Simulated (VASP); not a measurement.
Set up this calculation in VASP 6.6.1, as the native input.

```
Task                   : single point
Functional             : LDA
Potentials or basis    : VASP PAW LDA potentials, release 64 (Mg, C)
Cutoff                 : 520 eV
k mesh                 : 5 × 5 × 5
Occupations            : fermi-dirac, width 0.05 eV
Spin                   : no spin polarisation
Dipole correction      : no
Further INCAR settings : ALGO = Normal; EDIFF = 1e-06; NBANDS = 19
```

The structure of MgC2 lies in POSCAR:

```
MgC2
1.0
    3.8837956842      0.0000000000      0.0000000000
    0.0000000000      3.8837956842      0.0000000000
    0.0000000000      0.0000000000      4.8414720969
Mg C
2 4
Direct
    0.0000000000      0.0000000000      0.5000000000
    0.5000000000      0.5000000000      0.0000000000
    0.3867051983      0.6132948017      0.5000000000
    0.1132948017      0.1132948017      0.0000000000
    0.6132948017      0.3867051983      0.5000000000
    0.8867051983      0.8867051983      0.0000000000
```

One way to write it, as run:

INCAR

```
ALGO     = Normal         # electronic algorithm
EDIFF    = 1E-6           # SCF threshold, eV
ENCUT    = 520            # plane-wave cutoff, eV
ISIF     = 2              # what is computed and relaxed
ISMEAR   = -1             # smearing method
LASPH    = True           # aspherical terms in the spheres
LCHARG   = False          # write CHGCAR
LREAL    = False          # projectors in reciprocal space
LWAVE    = False          # write WAVECAR
NBANDS   = 19             # bands
NELM     = 60             # most SCF steps
PREC     = Accurate       # precision mode
SIGMA    = 0.05           # smearing width, eV
```

KPOINTS

```
k-points
0
Gamma
  5 5 5
```

Potentials or basis: VASP PAW LDA potentials, release 64 (Mg, C).

Launch:

```bash
$ cat potpaw_LDA.64/Mg/POTCAR potpaw_LDA.64/C/POTCAR > POTCAR
$ mpirun -np 1 vasp_std > vasp.out
```

It gave:

* Pressure: -0.3 GPa
* Largest force: 0.120 eV/Å
* Band gap on the k mesh: 2.33 eV (least direct gap 2.66 eV)

Wall time 36 s on 1 thread of Intel Xeon 8259CL (shared host), peak memory 0.16 GiB.
